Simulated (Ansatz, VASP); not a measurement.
# Cu4Si3 in VASP and in Ansatz

```
CELL_PARAMETERS angstrom
4.69854 0.00000 0.00000
0.00000 4.69854 0.00000
0.00000 0.00000 4.69854
ATOMIC_POSITIONS crystal
Si 0.00000 0.00000 0.50000
Si 0.50000 0.00000 0.00000
Si 0.00000 0.50000 0.00000
Cu 0.72378 0.27622 0.27622
Cu 0.27622 0.72378 0.27622
Cu 0.27622 0.27622 0.72378
Cu 0.72378 0.72378 0.72378
```

Change from the starting cell: species swapped into the Si3As4 type (P-43m, No. 215).

Alike in both runs: task single point; functional PBE; k mesh 4 × 4 × 4; occupations gaussian, width 0.1 eV; no spin polarisation.

```csv
,VASP,Ansatz
version,VASP 6.6.1,Ansatz 0.2.0
potentials or method,"VASP PAW PBE potentials, release 64 (Si, Cu), cutoff 600 eV","scalar-relativistic, plane waves, PAW"
valence electrons in the cell,56,88
```

```tsv
	VASP	Ansatz	Ansatz less VASP
gap on the k mesh at the Fermi level (eV)	none	none	-
pressure (GPa)	23.3	22.8	-0.43
rms of the force components (eV/Å)	1.562	1.588	+0.0260
```

Atom by atom the forces differ by 0.026 eV/Å (rms over components). A gap of «none» marks a metal or a gap that the smearing closes. VASP's potentials hold 56 valence electrons a cell and Ansatz's 88, so a difference there can come from the potentials and not from the codes.
